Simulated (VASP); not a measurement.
# Ti4W (R-3m) in VASP: further runs

Runs on Ti4W. Level: PBE. Tasks: single point.

Everything below comes from runs of VASP 6.6.1. Logs are shortened: lines on timing, memory, paths and dates and some standing lists are left out, and cuts for length are marked.

## 1. The cell of the first run

It takes space group R-3m (No. 166, trigonal). Conventional cell: a = 4.382 Å, b = 4.382 Å, c = 13.418 Å, α = 90.00°, β = 90.00°, γ = 120.00°. Within 3.5 Å of Ti (site symmetry 3m) lie 10 Ti at 2.68 to 3.10 Å and 4 W at 2.68 to 3.10 Å. Within 3.5 Å of Ti (site symmetry 3m) lie 11 Ti at 2.68 to 3.10 Å and 3 W at 2.68 Å. W (site symmetry -3m) has 14 Ti at 2.68 to 3.10 Å within 3.5 Å.

## 2. Single point, PBE

Input file INCAR:

```
SYSTEM = Ti4W
  ALGO = Normal
  EDIFF = 1E-6
  ENCUT = 520
  GGA = PE
  ISIF = 2
  ISMEAR = 0
  LASPH = .TRUE.
  LCHARG = .FALSE.
  LREAL = .FALSE.
  LWAVE = .FALSE.
  NBANDS = 39
  NELM = 100
  PREC = Accurate
  SIGMA = 0.1
```

Input file KPOINTS:

```
k-points
0
G
  6 6 6
  0 0 0
```

Input file POSCAR:

```
Ti4W
1.0
    2.1911736700      1.2650747100      4.4727145300
   -2.1911736700      1.2650747100      4.4727145300
    0.0000000000     -2.5301494200      4.4727145300
Ti W
4 1
Direct
    0.8000000000      0.8000000000      0.8000000000
    0.4000000000      0.4000000000      0.4000000000
    0.6000000000      0.6000000000      0.6000000000
    0.2000000000      0.2000000000      0.2000000000
    0.0000000000      0.0000000000      0.0000000000
```

Potentials or basis: VASP PAW PBE potentials, release 64 (Ti_sv, W_sv).

On the command line:

```bash
$ cat potpaw_PBE.64/Ti_sv/POTCAR potpaw_PBE.64/W_sv/POTCAR > POTCAR
$ mpirun -np 1 vasp_std > vasp.out
```

OUTCAR:

```text
SYSTEM = Ti4W
   EDIFF = 1E-6
   ENCUT = 520
   GGA = PE
   ISIF = 2
   ISMEAR = 0
   LASPH = .TRUE.
   LREAL = .FALSE.
   NELM = 100
   PREC = Accurate

 ion  position               nearest neighbor table
   1  0.800  0.800  0.800-   2 2.68   2 2.68   4 2.68   4 2.68   3 2.68   5 2.68   2 2.68   4 2.68
                             5 3.10   5 3.10   5 3.10
   2  0.400  0.400  0.400-   5 2.68   5 2.68   1 2.68   1 2.68   4 2.68   3 2.68   5 2.68   1 2.68

   3  0.600  0.600  0.600-   4 2.68   4 2.68   5 2.68   5 2.68   1 2.68   2 2.68   4 2.68   5 2.68

   4  0.200  0.200  0.200-   3 2.68   3 2.68   1 2.68   1 2.68   2 2.68   5 2.68   3 2.68   1 2.68
                             5 3.10   5 3.10   5 3.10
   5  0.000  0.000  0.000-   3 2.68   3 2.68   2 2.68   2 2.68   1 2.68   4 2.68   3 2.68   2 2.68
                             1 3.10   4 3.10   1 3.10   4 3.10   1 3.10   4 3.10

  LATTYP: Found a trigonal (rhomboedric) cell.
 ALAT       =     5.1387577624
 COS(alpha) =     0.6363636364

  Lattice vectors:

 A1 = (   2.1911736700,   1.2650747100,   4.4727145300)
 A2 = (  -2.1911736700,   1.2650747100,   4.4727145300)
 A3 = (   0.0000000000,  -2.5301494200,   4.4727145300)

Analysis of symmetry for initial positions (statically):
=====================================================================
 Subroutine PRICEL returns:
 Original cell was already a primitive cell.

 Routine SETGRP: Setting up the symmetry group for a
 trigonal (rhombohedral) supercell.

 Subroutine GETGRP returns: Found 12 space group operations
 (whereof 12 operations were pure point group operations)
 out of a pool of 12 trial point group operations.

The static configuration has the point symmetry D_3d.

Analysis of symmetry for dynamics (positions and initial velocities):
=====================================================================
 Subroutine PRICEL returns:
 Original cell was already a primitive cell.

 Routine SETGRP: Setting up the symmetry group for a
 trigonal (rhombohedral) supercell.

 Subroutine GETGRP returns: Found 12 space group operations
 (whereof 12 operations were pure point group operations)
 out of a pool of 12 trial point group operations.

The dynamic configuration has the point symmetry D_3d.

 Subroutine INISYM returns: Found 12 space group operations
 (whereof 12 operations are pure point group operations),
 and found     1 'primitive' translations

----------------------------------------------------------------------------------------

                                     Primitive cell

  volume of cell :      74.3901

  direct lattice vectors                    reciprocal lattice vectors
     2.191173670  1.265074710  4.472714530     0.228188211  0.131744525  0.074525958
    -2.191173670  1.265074710  4.472714530    -0.228188211  0.131744525  0.074525958
     0.000000000 -2.530149420  4.472714530     0.000000000 -0.263489050  0.074525958

  length of vectors
     5.138757762  5.138757762  5.138757764     0.273825853  0.273825853  0.273825853

  position of ions in fractional coordinates (direct lattice)
     0.800000000  0.800000000  0.800000000
     0.400000000  0.400000000  0.400000000
     0.600000000  0.600000000  0.600000000
     0.200000000  0.200000000  0.200000000
     0.000000000  0.000000000  0.000000000

  ion indices of the primitive-cell ions
   primitive index   ion index
                 1           1
                 2           2
                 3           3
                 4           4
                 5           5

----------------------------------------------------------------------------------------

 KPOINTS: k-points

Automatic generation of k-mesh.
 Grid dimensions read from file:
 generate k-points for:    6    6    6

 Generating k-lattice:

  Cartesian coordinates                     Fractional coordinates (reciprocal lattice)
     0.038031369  0.021957421  0.012420993     0.166666667  0.000000000  0.000000000
    -0.038031369  0.021957421  0.012420993     0.000000000  0.166666667  0.000000000
     0.000000000 -0.043914842  0.012420993     0.000000000  0.000000000  0.166666667

  Length of vectors
     0.045637642  0.045637642  0.045637642

  Shift w.r.t. Gamma in fractional coordinates (k-lattice)
     0.000000000  0.000000000  0.000000000

 Subroutine IBZKPT returns following result:
 ===========================================

 Found     32 irreducible k-points:

 Following reciprocal coordinates:
            Coordinates               Weight
  0.000000  0.000000  0.000000      1.000000
  0.166667  0.000000 -0.000000      6.000000
  0.333333  0.000000 -0.000000      6.000000
  0.500000  0.000000  0.000000      3.000000
  0.166667  0.166667  0.000000      6.000000
  0.333333  0.166667  0.000000     12.000000
[... 16 lines left out ...]
  0.500000  0.500000  0.166667      6.000000
 -0.333333  0.500000  0.166667     12.000000
 [... further k-points ...]
   k-points           NKPTS =     32   k-points in BZ     NKDIM =     32   number of bands    NBANDS=     39
   number of dos      NEDOS =    301   number of ions     NIONS =      5
   total plane-waves  NPLWV =  64000
   dimension x,y,z NGX =    40 NGY =   40 NGZ =   40
   dimension x,y,z NGXF=    80 NGYF=   80 NGZF=   80
   ions per type =               4   1
   NGX,Y,Z   is equivalent  to a cutoff of  12.94, 12.94, 12.94 a.u.
   NGXF,Y,Z  is equivalent  to a cutoff of  25.88, 25.88, 25.88 a.u.
 SYSTEM =  Ti4W
   PREC   = accura    normal or accurate (medium, high low for compatibility)
   ISTART =      0    job   : 0-new  1-cont  2-samecut
   ICHARG =      2    charge: 1-file 2-atom 10-const
   ISPIN  =      1    spin polarized calculation?
   LNONCOLLINEAR =      F non collinear calculations
   LSORBIT =      F    spin-orbit coupling
   LASPH  =      T    aspherical Exc in radial PAW
   ENCUT  =  520.0 eV  38.22 Ry    6.18 a.u.   9.55  9.55  9.55*2*pi/ulx,y,z
   NELM   =    100;   NELMIN=  2; NELMDL= -5     # of ELM steps
   EDIFF  = 0.1E-05   stopping-criterion for ELM
   LREAL  =      F    real-space projection
   EDIFFG = 0.1E-04   stopping-criterion for IOM
   NSW    =      0    number of steps for IOM
   IBRION =     -1    ionic relax: 0-MD 1-quasi-New 2-CG
   NFREE  =      0    steps in history (QN), initial steepest desc. (CG)
   ISIF   =      2    stress and relaxation
   ISYM   =      2    0-nonsym 1-usesym 2-fastsym
   POTIM  = 0.5000    time-step for ionic-motion
   TEBEG  =    0.0;   TEEND  =   0.0 temperature during run
   PSTRESS=    0.0 pullay stress
   NELECT =      62.0000    total number of electrons
   NUPDOWN=      -1.0000    fix difference up-down
   EMIN   =  10.00;   EMAX   =-10.00  energy-range for DOS
   EFERMI =   0.00;   METHOD = LEGACY
   ISMEAR =     0;   SIGMA  =   0.10  broadening in eV -4-tet -1-fermi 0-gaus
   EFERMI_NEDOS =   21; number of points for ismear=-14 and -15
   IALGO  =     38    algorithm
   IMIX   =      4    mixing-type and parameters
     AMIX     =   0.40;   BMIX     =  1.00
     AMIX_MAG =   1.60;   BMIX_MAG =  1.00
  volume/ion in A,a.u.               =      14.88       100.40
  Fermi-wavevector in a.u.,A,eV,Ry     =   1.540637  2.911381 32.294267  2.373562
  Thomas-Fermi vector in A             =   2.646696
   LORBIT       =      0    0 simple, 1 ext, 2 COOP (PROOUT), +10 PAW based schemes
   GGA     = PE    functional components
   LHFCALC =     F    Hartree Fock is set to
   AEXX    =    0.0000 exact exchange contribution
   IVDW    =     0    specifies the selected vdW correction
   LEPSILON=     F    determine dielectric tensor
   LRPA    =     F    only Hartree local field effects (RPA)
 non-spin polarized calculation
 Gauss-broadening in eV      SIGMA  =   0.10
  energy-cutoff  :      520.00
  volume of cell :       74.39
 maximum number of plane-waves:      2020
 NGX is ok and might be reduce to    40
   NGX = 19   NGY = 19   NGZ = 19

 number of electron      61.9999997 magnetization

 Free energy of the ion-electron system (eV)
  ---------------------------------------------------
  ext. energy  EPLUGINS =         0.00000000
  ---------------------------------------------------
  free energy    TOTEN  =       -43.49632283 eV

  energy without entropy =      -43.44970235  energy(sigma->0) =      -43.47301259

 E-fermi :  10.1013     XC(G=0): -12.6048

 val. band max:       10.1002288076   @ k =   0.5000   0.1667   0.0000
 cond. band min:      10.1046476901   @ k =  -0.3333   0.5000   0.3333
 fundamental gap:      0.0044188825
 Fermi energy:        10.1012955705

 k-point     1 :       0.0000    0.0000    0.0000
  band No.  band energies     occupation
      1     -62.7901      2.00000
      2     -46.1577      2.00000
      3     -45.9619      2.00000
      4     -45.8514      2.00000
      5     -45.8152      2.00000
      6     -27.1100      2.00000
[... 31 lines left out ...]
     38      13.3273      0.00000
     39      13.7838      0.00000

 k-point     2 :       0.1667    0.0000   -0.0000
  band No.  band energies     occupation
      1     -62.7900      2.00000
      2     -46.1414      2.00000
      3     -45.9688      2.00000
      4     -45.8566      2.00000
      5     -45.8204      2.00000
      6     -27.1128      2.00000
[... 31 lines left out ...]
     38      12.9362      0.00000
     39      12.9807      0.00000

 k-point     3 :       0.3333    0.0000   -0.0000
  band No.  band energies     occupation
      1     -62.7899      2.00000
      2     -46.0984      2.00000
      3     -45.9933      2.00000
      4     -45.8672      2.00000
      5     -45.8301      2.00000
      6     -27.1183      2.00000
[... 832 lines left out ...]
 k-point    23 :       0.5000    0.5000    0.1667
  band No.  band energies     occupation
      1     -62.7899      2.00000
      2     -46.0828      2.00000
      3     -46.0018      2.00000
      4     -45.8775      2.00000
      5     -45.8277      2.00000
      6     -27.1209      2.00000
[... 31 lines left out ...]
     38      13.0949      0.00000
     39      13.3139      0.00000

 k-point    24 :      -0.3333    0.5000    0.1667
  band No.  band energies     occupation
      1     -62.7898      2.00000
      2     -46.0579      2.00000
      3     -46.0127      2.00000
      4     -45.8859      2.00000
      5     -45.8339      2.00000
      6     -27.1203      2.00000
[... 31 lines left out ...]
     38      12.7034      0.00000
     39      13.2679      0.00000

 [... further k-points ...]

------------------------ aborting loop because EDIFF is reached ----------------------------------------

  FORCE on cell =-STRESS in cart. coord.  units (eV):
  Direction    XX          YY          ZZ          XY          YZ          ZX
  --------------------------------------------------------------------------------------
  -------------------------------------------------------------------------------------
  Total        8.9549199      8.9549200      7.9074570      0.0000000     -0.0000000      0.0000000
  in kB      192.8665376    192.8665382    170.3068115      0.0000000     -0.0000000      0.0000000
  external PRESSURE =     185.3466291 kB  Pullay stress =       0.0000000 kB

 VOLUME and BASIS-vectors are now :
 -----------------------------------------------------------------------------
  energy-cutoff  :      520.00
  volume of cell :       74.39
      direct lattice vectors                 reciprocal lattice vectors
     2.191173670  1.265074710  4.472714530     0.228188211  0.131744525  0.074525958
    -2.191173670  1.265074710  4.472714530    -0.228188211  0.131744525  0.074525958
     0.000000000 -2.530149420  4.472714530     0.000000000 -0.263489050  0.074525958

 POSITION                                       TOTAL-FORCE (eV/Angst)
 -----------------------------------------------------------------------------------
      0.00000      0.00000     10.73451        -0.000000      0.000000      0.409087
      0.00000      0.00000      5.36726        -0.000000      0.000000     -0.184096
      0.00000      0.00000      8.05089        -0.000000     -0.000000      0.184096
      0.00000      0.00000      2.68363        -0.000000     -0.000000     -0.409087
      0.00000      0.00000      0.00000         0.000000     -0.000000      0.000000
 -----------------------------------------------------------------------------------
    total drift:                               -0.000000      0.000000     -0.000000

  FREE ENERGIE OF THE ION-ELECTRON SYSTEM (eV)
  ---------------------------------------------------
  free  energy   TOTEN  =       -43.4963228280 eV

  energy  without entropy=      -43.4497023538  energy(sigma->0) =      -43.47301259
```

Wall time 4.1 min (1 thread of Intel Xeon 8259CL, shared host); peak memory 0.28 GiB.

Results:

* Free energy: -43.4963 eV
* Pressure: 18.5 GPa
* Largest force: 0.409 eV/Å
* Band gap on the k mesh: zero (bands 31 and 32 overlap by 0.84 eV)

Forces in eV/Å, atoms in the order of the input:
```
Ti   0.000  0.000  0.409
Ti   0.000  0.000 -0.184
Ti   0.000  0.000  0.184
Ti   0.000  0.000 -0.409
W    0.000  0.000  0.000
```

Levels at points of the mesh, in eV from the Fermi level:
```tsv
k point	band 28	band 29	band 30	band 31	band 32	band 33	band 34	band 35
(0.00, 0.00, 0.00)	-1.44	-0.78	-0.78	-0.74	0.03	0.52	0.91	0.91
(0.50, 0.00, 0.00)	-1.14	-0.67	-0.38	-0.23	0.14	0.22	0.66	1.70
(0.50, 0.50, 0.00)	-1.12	-1.04	-0.59	-0.37	-0.27	0.78	1.12	1.75
(0.50, 0.50, 0.50)	-1.19	-0.44	-0.44	-0.21	-0.21	0.11	0.11	3.08
```

Caveat: the cell stands under pressure; spin-orbit coupling is left out, which moves the levels of the heavy elements.

## 3. Single point, PBE

This run uses another cell than the first one, of 16.89 Å³/atom.

Changes to INCAR since step 2:

```diff
@@ -2,3 +2,3 @@
   ALGO = Normal
-  EDIFF = 1E-6
+  EDIFF = 1E-7
   ENCUT = 520
```

KPOINTS is that of step 2.

Input file POSCAR:

```
Ti4W
1.0
    2.3014673980      1.3287528218      4.6016197391
   -2.3014673980      1.3287528218      4.6016197391
    0.0000000000     -2.6575056435      4.6016197391
Ti W
4 1
Direct
    0.8156557567      0.8156557567      0.8156557567
    0.3972447543      0.3972447543      0.3972447543
    0.6027552457      0.6027552457      0.6027552457
    0.1843442433      0.1843442433      0.1843442433
    0.0000000000      0.0000000000      0.0000000000
```

Potentials or basis: VASP PAW PBE potentials, release 64 (Ti_sv, W_sv).

On the command line:

```bash
$ cat potpaw_PBE.64/Ti_sv/POTCAR potpaw_PBE.64/W_sv/POTCAR > POTCAR
$ mpirun -np 1 vasp_std > vasp.out
```

Run time: 4.9 min. Hardware: 1 thread of Intel Xeon 8259CL, shared host; peak memory 0.29 GiB.

Results (log left out):

```
Free energy            : -44.1278 eV
Pressure               : -0.3 GPa
Largest force          : 0.025 eV/Å
Band gap on the k mesh : zero (bands 31 and 32 overlap by 0.78 eV)
```

Forces on the atoms (eV/Å):
```
Ti   0.000  0.000 -0.024
Ti   0.000  0.000 -0.025
Ti   0.000  0.000  0.025
Ti   0.000  0.000  0.024
W    0.000  0.000  0.000
```

Stress tensor (GPa, compression positive):
```
-0.43  0.00  0.00
 0.00 -0.43  0.00
 0.00  0.00  0.06
```

Levels at points of the mesh, in eV from the Fermi level:
```tsv
k point	band 28	band 29	band 30	band 31	band 32	band 33	band 34	band 35
(0.00, 0.00, 0.00)	-1.13	-0.92	-0.92	-0.63	-0.60	1.09	1.15	1.15
(0.50, 0.00, 0.00)	-0.85	-0.69	-0.29	-0.29	0.06	0.31	0.84	1.24
(0.50, 0.50, 0.00)	-0.84	-0.55	-0.27	-0.06	0.02	0.61	1.24	1.44
(0.50, 0.50, 0.50)	-1.05	-0.45	-0.45	-0.31	-0.31	0.63	0.63	2.37
```

Caveat: spin-orbit coupling is left out, which moves the levels of the heavy elements.

## 4. Single point, PBE, collinear spin

This run uses another cell than the first one, of 16.89 Å³/atom.

Input file INCAR:

```
PREC = Accurate ; ENCUT = 520
EDIFF = 1E-7 ; ISMEAR = 0
SIGMA = 0.1 ; LREAL = False
LASPH = True ; NELM = 150
ALGO = Fast ; ISIF = 2
LWAVE = False ; LCHARG = True
ISPIN = 2 ; MAGMOM = 1 1 1 1 0
LORBIT = 11 ; LMAXMIX = 4
GGA = PE ; LELF = True
LVHAR = True ; NBANDS = 43
```

Input file KPOINTS:

```
Automatic mesh
0
Gamma
  6 6 6
```

POSCAR is that of step 3.

On the command line:

```bash
$ cat potpaw_PBE.64/Ti_sv/POTCAR potpaw_PBE.64/W_sv/POTCAR > POTCAR
$ mpirun -np 1 vasp_std > vasp.out
```

Run time: 52 min. Hardware: 1 thread of Intel Xeon 8259CL, shared host; peak memory 0.4 GiB.

Results (log left out):

```
Free energy                                           : -44.1278 eV
Pressure                                              : -0.3 GPa
Largest force                                         : 0.025 eV/Å
Band gap on the k mesh                                : zero (filled and empty bands overlap)
Net moment                                            : 0.00 μB per cell
Valence electrons inside the program's atomic spheres : Ti 10.34, 10.24 (each value once); W 12.12
```

Forces on the atoms (eV/Å):
```
Ti   0.000  0.000 -0.024
Ti   0.000  0.000 -0.025
Ti   0.000  0.000  0.025
Ti   0.000  0.000  0.024
W    0.000  0.000  0.000
```

Stress tensor (GPa, compression positive):
```
-0.44  0.00  0.00
 0.00 -0.44  0.00
 0.00  0.00  0.06
```

Levels at points of the mesh, in eV from the Fermi level:
Spin up:
```
           k point  band 28  band 29  band 30  band 31  band 32  band 33  band 34  band 35
(0.00, 0.00, 0.00)    -1.13    -0.92    -0.92    -0.63    -0.60     1.09     1.15     1.15
(0.50, 0.00, 0.00)    -0.85    -0.69    -0.29    -0.29     0.06     0.31     0.84     1.24
(0.50, 0.50, 0.00)    -0.84    -0.55    -0.27    -0.06     0.02     0.61     1.24     1.44
(0.50, 0.50, 0.50)    -1.05    -0.45    -0.45    -0.31    -0.31     0.63     0.63     2.37
```
Spin down:
```csv
k point,band 28,band 29,band 30,band 31,band 32,band 33,band 34,band 35
"(0.00, 0.00, 0.00)",-1.13,-0.92,-0.92,-0.63,-0.60,1.09,1.15,1.15
"(0.50, 0.00, 0.00)",-0.85,-0.69,-0.29,-0.29,0.06,0.31,0.84,1.24
"(0.50, 0.50, 0.00)",-0.84,-0.55,-0.27,-0.06,0.02,0.61,1.24,1.44
"(0.50, 0.50, 0.50)",-1.05,-0.45,-0.45,-0.31,-0.31,0.63,0.63,2.37
```

Caveat: spin-orbit coupling is left out, which moves the levels of the heavy elements.

## 5. Overview

| spin | cell | gap on the mesh (eV) | pressure (GPa) | largest force (eV/Å) |
| --- | --- | --- | --- | --- |
| off | a = 5.139 Å, angles 50.5°, 5 atoms, atomic positions A | none | 18.5 | 0.41 |
| off | a = 5.314 Å, angles 51.3°, 5 atoms, atomic positions B | none | -0.3 | 0.02 |
| collinear | a = 5.314 Å, angles 51.3°, 5 atoms, atomic positions B | none | -0.3 | 0.02 |

Alike in all rows: task single point; level PBE; potentials or basis VASP PAW PBE potentials, release 64 (Ti_sv, W_sv); k mesh 6 × 6 × 6; cutoff (eV) 520; smearing gaussian 0.1 eV.

Caveats: spin-orbit coupling is left out, which moves the levels of the heavy elements; the cell stands under pressure (at least some runs).

Absolute energies hang on the potentials; compare differences alone.
